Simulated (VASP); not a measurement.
# Be in VASP: further runs

Aim: see how the results for Be move with the level of theory and the settings. Levels: r2SCAN+D3(BJ), revPBE, PBEsol. Tasks: single point, relaxation of cell and atoms.

Everything below comes from runs of VASP 6.6.1. Logs are shortened: lines on timing, memory, paths and dates and some standing lists are left out, and cuts for length are marked.

## (1) The cell of the first run

It takes space group P6_3/mmc (No. 194, hexagonal). Conventional cell: a = 2.285 Å, b = 2.285 Å, c = 3.584 Å, α = 90.00°, β = 90.00°, γ = 120.00°. Within 2.9 Å of Be (site symmetry -6m2) lie 12 Be at 2.23 to 2.29 Å.

## (2) Single point, r2SCAN+D3(BJ), collinear spin, zero start

Contents of POSCAR:

```
Be
1.0
    2.2853000000      0.0000000000      0.0000000000
   -1.1426500000      1.9791278553      0.0000000000
    0.0000000000      0.0000000000      3.5842000000
Be
2
Direct
    0.6666666667      0.3333333333      0.7500000000
    0.3333333333      0.6666666667      0.2500000000
```

Contents of INCAR.step1:

```
SYSTEM = Be
PREC     = Accurate       ! precision mode
ENCUT    = 660            ! plane-wave cutoff, eV
ISMEAR   = 0              ! smearing method
SIGMA    = 0.1            ! smearing width, eV
LREAL    = .False.        ! projectors in reciprocal space
LASPH    = .True.         ! aspherical terms in the spheres
NELM     = 200            ! most SCF steps
ISPIN    = 2              ! spin polarisation
MAGMOM   = 0 0            ! initial moments
NBANDS   = 13             ! bands
GGA      = PE             ! functional
ALGO     = Normal         ! electronic algorithm
EDIFF    = 1E-5           ! SCF threshold, eV
LWAVE    = .True.         ! write WAVECAR
LCHARG   = .False.        ! write CHGCAR
GGA_COMPAT= .False.
```

Contents of INCAR.step2:

```
SYSTEM = Be
PREC     = Accurate       ! precision mode
ENCUT    = 660            ! plane-wave cutoff, eV
EDIFF    = 1E-6           ! SCF threshold, eV
ISMEAR   = 0              ! smearing method
SIGMA    = 0.1            ! smearing width, eV
LREAL    = .False.        ! projectors in reciprocal space
LASPH    = .True.         ! aspherical terms in the spheres
NELM     = 200            ! most SCF steps
ALGO     = Normal         ! electronic algorithm
ISIF     = 2              ! what is computed and relaxed
LWAVE    = .False.        ! write WAVECAR
LCHARG   = .False.        ! write CHGCAR
ISPIN    = 2              ! spin polarisation
MAGMOM   = 0 0            ! initial moments
LORBIT   = 11             ! projections on sites
METAGGA  = R2SCAN         ! meta-GGA
LMIXTAU  = .True.       
IVDW     = 12             ! dispersion correction
VDW_S6   = 1.0          
VDW_S8   = 0.78981345   
VDW_A1   = 0.49484001   
VDW_A2   = 5.73083694   
NBANDS   = 13             ! bands
ISTART   = 1            
GGA_COMPAT= .False.
```

Contents of KPOINTS:

```
regular mesh
0
Gamma
  13 13 8
  0 0 0
```

Potentials or basis: VASP PAW PBE potentials, release 64 (Be).

The run is started by

```bash
> cat potpaw_PBE.64/Be/POTCAR > POTCAR
> cp INCAR.step1 INCAR
> mpirun -np 1 vasp_std > vasp.out
> cp INCAR.step2 INCAR
> mpirun -np 1 vasp_std > vasp.out
```

OUTCAR:

```text
SYSTEM = Be
   PREC = Accurate
   ENCUT = 660
   EDIFF = 1E-6
   ISMEAR = 0
   LREAL = .False.
   LASPH = .True.
   NELM = 200
   ISIF = 2
   ISPIN = 2
   LORBIT = 11
   METAGGA = R2SCAN
   IVDW = 12
   ISTART = 1
 IVDW          = 12

 ion  position               nearest neighbor table
   1  0.667  0.333  0.750-   2 2.23   2 2.23   2 2.23   2 2.23   2 2.23   2 2.23
   2  0.333  0.667  0.250-   1 2.23   1 2.23   1 2.23   1 2.23   1 2.23   1 2.23

  LATTYP: Found a hexagonal cell.
 ALAT       =     2.2853000000
 C/A-ratio  =     1.5683717674

  Lattice vectors:

 A1 = (   2.2853000000,   0.0000000000,   0.0000000000)
 A2 = (  -1.1426500000,   1.9791278553,   0.0000000000)
 A3 = (   0.0000000000,   0.0000000000,   3.5842000000)

Analysis of symmetry for initial positions (statically):
=====================================================================
 Subroutine PRICEL returns:
 Original cell was already a primitive cell.

 Routine SETGRP: Setting up the symmetry group for a
 hexagonal supercell.

 Subroutine GETGRP returns: Found 24 space group operations
 (whereof 12 operations were pure point group operations)
 out of a pool of 24 trial point group operations.

The static configuration has the point symmetry D_3d.
 The point group associated with its full space group is D_6h.

Analysis of symmetry for dynamics (positions and initial velocities):
=====================================================================
 Subroutine PRICEL returns:
 Original cell was already a primitive cell.

 Routine SETGRP: Setting up the symmetry group for a
 hexagonal supercell.

 Subroutine GETGRP returns: Found 24 space group operations
 (whereof 12 operations were pure point group operations)
 out of a pool of 24 trial point group operations.

The dynamic configuration has the point symmetry D_3d.
 The point group associated with its full space group is D_6h.

Analysis of structural, dynamic, and magnetic symmetry:
=====================================================================
 Subroutine PRICEL returns:
 Original cell was already a primitive cell.

 Routine SETGRP: Setting up the symmetry group for a
 hexagonal supercell.

 Subroutine GETGRP returns: Found 24 space group operations
 (whereof 12 operations were pure point group operations)
 out of a pool of 24 trial point group operations.

The overall configuration has the point symmetry D_3d.
 The point group associated with its full space group is D_6h.

 Subroutine INISYM returns: Found 24 space group operations
 (whereof 12 operations are pure point group operations),
 and found     1 'primitive' translations

----------------------------------------------------------------------------------------

                                     Primitive cell

  volume of cell :      16.2110

  direct lattice vectors                    reciprocal lattice vectors
     2.285300000  0.000000000  0.000000000     0.437579311  0.252636533  0.000000000
    -1.142650000  1.979127855  0.000000000     0.000000000  0.505273066  0.000000000
     0.000000000  0.000000000  3.584200000     0.000000000  0.000000000  0.279002288

  length of vectors
     2.285300000  2.285300000  3.584200000     0.505273066  0.505273066  0.279002288

  position of ions in fractional coordinates (direct lattice)
     0.666666667  0.333333333  0.750000000
     0.333333333  0.666666667  0.250000000

  ion indices of the primitive-cell ions
   primitive index   ion index
                 1           1
                 2           2

----------------------------------------------------------------------------------------

 KPOINTS: regular mesh

Automatic generation of k-mesh.
 Grid dimensions read from file:
 generate k-points for:   13   13    8

 Generating k-lattice:

  Cartesian coordinates                     Fractional coordinates (reciprocal lattice)
     0.033659947  0.019433579  0.000000000     0.076923077  0.000000000  0.000000000
     0.000000000  0.038867159  0.000000000     0.000000000  0.076923077  0.000000000
     0.000000000  0.000000000  0.034875286     0.000000000  0.000000000  0.125000000

  Length of vectors
     0.038867159  0.038867159  0.034875286

[... 43 lines left out ...]
 SYSTEM =  Be
   PREC   = accura    normal or accurate (medium, high low for compatibility)
   ISTART =      1    job   : 0-new  1-cont  2-samecut
   ICHARG =      0    charge: 1-file 2-atom 10-const
   ISPIN  =      2    spin polarized calculation?
   LNONCOLLINEAR =      F non collinear calculations
   LSORBIT =      F    spin-orbit coupling
   LASPH  =      T    aspherical Exc in radial PAW
   ENCUT  =  660.0 eV  48.51 Ry    6.96 a.u.   4.79  4.79  7.51*2*pi/ulx,y,z
   NELM   =    200;   NELMIN=  2; NELMDL=  0     # of ELM steps
   EDIFF  = 0.1E-05   stopping-criterion for ELM
   LREAL  =      F    real-space projection
   EDIFFG = 0.1E-04   stopping-criterion for IOM
   NSW    =      0    number of steps for IOM
   IBRION =     -1    ionic relax: 0-MD 1-quasi-New 2-CG
   NFREE  =      0    steps in history (QN), initial steepest desc. (CG)
   ISIF   =      2    stress and relaxation
   ISYM   =      2    0-nonsym 1-usesym 2-fastsym
   POTIM  = 0.5000    time-step for ionic-motion
   TEBEG  =    0.0;   TEEND  =   0.0 temperature during run
   PSTRESS=    0.0 pullay stress
   NELECT =       4.0000    total number of electrons
   NUPDOWN=      -1.0000    fix difference up-down
   EMIN   =  10.00;   EMAX   =-10.00  energy-range for DOS
   EFERMI =   0.00;   METHOD = LEGACY
   ISMEAR =     0;   SIGMA  =   0.10  broadening in eV -4-tet -1-fermi 0-gaus
   EFERMI_NEDOS =   21; number of points for ismear=-14 and -15
   IALGO  =     38    algorithm
   IMIX   =      4    mixing-type and parameters
     AMIX     =   0.40;   BMIX     =  1.00
     AMIX_MAG =   1.60;   BMIX_MAG =  1.00
  volume/ion in A,a.u.               =       8.11        54.70
  Fermi-wavevector in a.u.,A,eV,Ry     =   1.026814  1.940397 14.345258  1.054347
  Thomas-Fermi vector in A             =   2.160726
   LORBIT       =     11    0 simple, 1 ext, 2 COOP (PROOUT), +10 PAW based schemes
   METAGGA = R2SCAN    functional components
   LHFCALC =     F    Hartree Fock is set to
   AEXX    =    0.0000 exact exchange contribution
   IVDW    =    12    specifies the selected vdW correction
   LEPSILON=     F    determine dielectric tensor
   LRPA    =     F    only Hartree local field effects (RPA)
 spin polarized calculation
 Gauss-broadening in eV      SIGMA  =   0.10
  energy-cutoff  :      660.00
  volume of cell :       16.21
 maximum number of plane-waves:       640
 NGX is ok and might be reduce to    20
   NGX =  9   NGY =  9   NGZ = 15

 number of electron       4.0000000 magnetization       0.0000000

 number of electron       4.0000000 magnetization      -0.0000000

 Free energy of the ion-electron system (eV)
  ---------------------------------------------------
  ext. energy  EPLUGINS =         0.00000000
  ---------------------------------------------------
  free energy    TOTEN  =        -8.67540217 eV

  energy without entropy =       -8.67486073  energy(sigma->0) =       -8.67513145

 E-fermi :   6.7608     XC(G=0): -11.1752

 val. band max:        6.6808755004   @ k =   0.2308   0.1538   0.0000
 cond. band min:       6.8425922424   @ k =   0.3077   0.1538   0.0000
 fundamental gap:      0.1617167420
 Fermi energy:         6.7607852321

 spin component 1

 k-point     1 :       0.0000    0.0000    0.0000
  band No.  band energies     occupation
      1      -5.1704      1.00000
      2       2.3058      1.00000
      3       7.9744      0.00000
      4      23.8548      0.00000
      5      23.8548      0.00000
      6      26.8604      0.00000
      7      26.8604      0.00000
      8      29.2630      0.00000
      9      34.9193      0.00000
     10      36.3270      0.00000
     11      36.3270      0.00000
     12      37.7930      0.00000
     13      41.0725      0.00000
[... 356 lines left out ...]
      2       2.3352      1.00000
      3       9.4238      0.00000
      4      19.3621      0.00000
      5      21.2382      0.00000
      6      26.0030      0.00000
      7      26.8461      0.00000
      8      27.1087      0.00000
      9      29.7841      0.00000
     10      34.8551      0.00000
     11      35.6796      0.00000
     12      37.3621      0.00000
     13      39.3866      0.00000

 [... further k-points ...]

 spin component 2

 k-point     1 :       0.0000    0.0000    0.0000
  band No.  band energies     occupation
      1      -5.1704      1.00000
      2       2.3058      1.00000
      3       7.9744      0.00000
      4      23.8548      0.00000
      5      23.8548      0.00000
      6      26.8604      0.00000
      7      26.8604      0.00000
      8      29.2630      0.00000
      9      34.9193      0.00000
     10      36.3270      0.00000
     11      36.3270      0.00000
     12      37.7930      0.00000
     13      41.0725      0.00000
[... 356 lines left out ...]
      2       2.3352      1.00000
      3       9.4238      0.00000
      4      19.3621      0.00000
      5      21.2382      0.00000
      6      26.0030      0.00000
      7      26.8461      0.00000
      8      27.1087      0.00000
      9      29.7841      0.00000
     10      34.8551      0.00000
     11      35.6796      0.00000
     12      37.3621      0.00000
     13      39.3866      0.00000

 [... further k-points ...]

------------------------ aborting loop because EDIFF is reached ----------------------------------------

 Edisp (eV)   -0.32656

 E8    (eV) :    -0.0846

  FORCE on cell =-STRESS in cart. coord.  units (eV):
  Direction    XX          YY          ZZ          XY          YZ          ZX
  --------------------------------------------------------------------------------------
  -------------------------------------------------------------------------------------
  Total      -0.59043    -0.59043    -0.62690     0.00000     0.00000     0.00000
  in kB     -58.35384   -58.35384   -61.95809     0.00000     0.00000     0.00000
  external pressure =      -59.56 kB  Pullay stress =        0.00 kB

 VOLUME and BASIS-vectors are now :
 -----------------------------------------------------------------------------
  energy-cutoff  :      660.00
  volume of cell :       16.21
      direct lattice vectors                 reciprocal lattice vectors
     2.285300000  0.000000000  0.000000000     0.437579311  0.252636533  0.000000000
    -1.142650000  1.979127855  0.000000000     0.000000000  0.505273066  0.000000000
     0.000000000  0.000000000  3.584200000     0.000000000  0.000000000  0.279002288

 POSITION                                       TOTAL-FORCE (eV/Angst)
 -----------------------------------------------------------------------------------
      1.14265      0.65971      2.68815        -0.000000      0.000000      0.000000
     -0.00000      1.31942      0.89605         0.000000      0.000000      0.000000
 -----------------------------------------------------------------------------------
    total drift:                                0.000000     -0.000000      0.000000

  FREE ENERGIE OF THE ION-ELECTRON SYSTEM (eV)
  ---------------------------------------------------
  free  energy   TOTEN  =        -9.0019643121 eV

  energy  without entropy=       -9.0014228697  energy(sigma->0) =       -9.00169359

 total charge

# of ion       s       p       d       tot
------------------------------------------
    1        0.402   0.743   0.000   1.146
    2        0.402   0.743   0.000   1.146
--------------------------------------------------
tot          0.805   1.487   0.000   2.291

 magnetization (x)

# of ion       s       p       d       tot
------------------------------------------
    1        0.000   0.000   0.000   0.000
    2        0.000   0.000   0.000   0.000
--------------------------------------------------
tot          0.000   0.000   0.000   0.000
```

It took 67 s on 1 thread of Intel Xeon 6975P-C (Granite Rapids), shared host; peak memory 0.18 GiB.

What came out:

- Free energy: -9.0020 eV
- Pressure: -6.0 GPa
- Band gap on the k mesh: zero (filled and empty bands overlap)
- Net moment: 0.00 μB per cell
- Valence electrons inside the program's atomic spheres: Be 1.15
- Dispersion energy per atom: -0.163 eV

Caveat: the cell stands under tension; the PAW data sets were made with another functional, which shifts forces and pressure a little.

[end of part 1 of 2]
